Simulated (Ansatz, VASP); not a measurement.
TiN in VASP and in Ansatz

```xyz
2
Lattice="0.0000 2.1019 2.1019 2.1019 0.0000 2.1019 2.1019 2.1019 0.0000" Properties=species:S:1:pos:R:3 pbc="T T T"
Ti    0.0000    0.0000    0.0000
N     2.1019    2.1019    2.1019
```

Alike in both runs: functional PBEsol; k mesh 18 × 18 × 18; occupations gaussian, width 0.1 eV; no spin polarisation.

Ansatz relaxed the structure, and its values are those at the end. VASP's run is a single point on that final structure, the one shown.

|  | VASP | Ansatz |
| --- | --- | --- |
| version | VASP 6.6.1 | Ansatz 0.2.0 |
| potentials or method | VASP PAW PBE potentials, release 64 (Ti_sv, N), cutoff 520 eV | scalar-relativistic, plane waves, PAW |
| valence electrons in the cell | 17 | 17 |

|  | VASP | Ansatz | Ansatz less VASP |
| --- | --- | --- | --- |
| gap on the k mesh at the Fermi level (eV) | none | none | - |
| pressure (GPa) | 0.5 | 0.0 | -0.48 |

VASP's potentials were made for PBE, not for PBEsol, and Ansatz warns of the same on its side. A gap of «none» marks a metal or a gap that the smearing closes. With one functional, cell and mesh, what is left measures potentials, basis and numerics.
